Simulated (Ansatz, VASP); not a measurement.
## Two plane-wave programs on Al3GaAs4

INCAR

```
SYSTEM = Al3GaAs4
ALGO = Normal
EDIFF = 1E-7
EDIFFG = -0.025
ENCUT = 600
GGA = PE
IBRION = 2
ISIF = 3
ISMEAR = 0
LASPH = .True.
LCHARG = .False.
LREAL = .False.
LWAVE = .False.
NELM = 80
NSW = 80
PREC = Accurate
SIGMA = 0.1
```

The input KPOINTS:

```
k-points
0
Gamma
  4 4 1
  0 0 0
```

POSCAR

```
Al3GaAs4
1.0
    4.1203319541     -0.0345411087     -0.0005895582
   -0.0345411087      4.0215987955     -0.0385496170
   -0.0016653706     -0.1088940877     11.6336024566
Al Ga As
3 1 4
Direct
   -0.0051982278     -0.0722059016      0.7647494079
   -0.0175914796     -0.0687698177      0.2563268751
    0.4842990878      0.4882407088      0.5057387523
    0.4952955955      0.5323995945      0.9829250429
    0.4844589525      0.0460539409      0.8585499256
    0.0109574409      0.5168241267      0.1285222647
    0.5293413281     -0.0060340646      0.3642932327
    1.0184373027      0.5634914131      0.6388944989
```

Input for Ansatz:

```yaml
crystal:
  lattice:
    - [4.1203319541, -0.0345411087, -0.0005895582]
    - [-0.0345411087, 4.0215987955, -0.038549617]
    - [-0.0016653706, -0.1088940877, 11.6336024566]
  atoms:
    - { symbol: Al, position: [-0.0051982278, -0.0722059016, 0.7647494079] }
    - { symbol: Al, position: [-0.0175914796, -0.0687698177, 0.2563268751] }
    - { symbol: Al, position: [0.4842990878, 0.4882407088, 0.5057387523] }
    - { symbol: Ga, position: [0.4952955955, 0.5323995945, 0.9829250429] }
    - { symbol: As, position: [0.4844589525, 0.0460539409, 0.8585499256] }
    - { symbol: As, position: [0.0109574409, 0.5168241267, 0.1285222647] }
    - { symbol: As, position: [0.5293413281, -0.0060340646, 0.3642932327] }
    - { symbol: As, position: [1.0184373027, 0.5634914131, 0.6388944989] }
basis:
  ecutwfc: 420
kpoints:
  mp_grid: { grid: [4, 4, 1] }
hamiltonian:
  xc: pbe
scf:
  occupations: { method: gaussian, width: 0.1 }
  lower_state_search: "off"
output:
  forces: true
  stress: true
  eigenvalues: true
relax:
  adjacent_minimum: "off"
  f_tol: 0.025
  max_steps: 60
  cell: { stress_tol: 0.25 }
```

Change from the starting cell: cell x1, atoms moved at random (sigma 0.15 Å) and cell strained at random (1.5 %), then relaxed without symmetry.

Alike in both runs: task relaxation of cell and atoms; functional PBE; k mesh 4 × 4 × 1; occupations gaussian, width 0.1 eV; no spin polarisation.

|  | VASP | Ansatz |
| --- | --- | --- |
| version | VASP 6.6.1 | Ansatz 0.2.0 |
| potentials or method | VASP PAW PBE potentials, release 64 (Al, Ga_d, As), cutoff 600 eV | scalar-relativistic, plane waves, PAW |
| valence electrons in the cell | 42 | 82 |

VASP gave:

```
gap on the k mesh at the Fermi level, each at its own relaxed structure (eV) : 1.19
relaxed volume (Å³/atom)                                                     : 23.60
relaxed cell length with the largest relative difference (Å)                 : 4.083
```

Which values does Ansatz return?

gap on the k mesh at the Fermi level, each at its own relaxed structure (eV): 1.23; relaxed volume (Å³/atom): 23.53; relaxed cell length with the largest relative difference (Å): 4.072.

VASP's potentials hold 42 valence electrons a cell and Ansatz's 82, so a difference there can come from the potentials and not from the codes.

The k mesh is coarse, so the values compare programs but aren't converged.
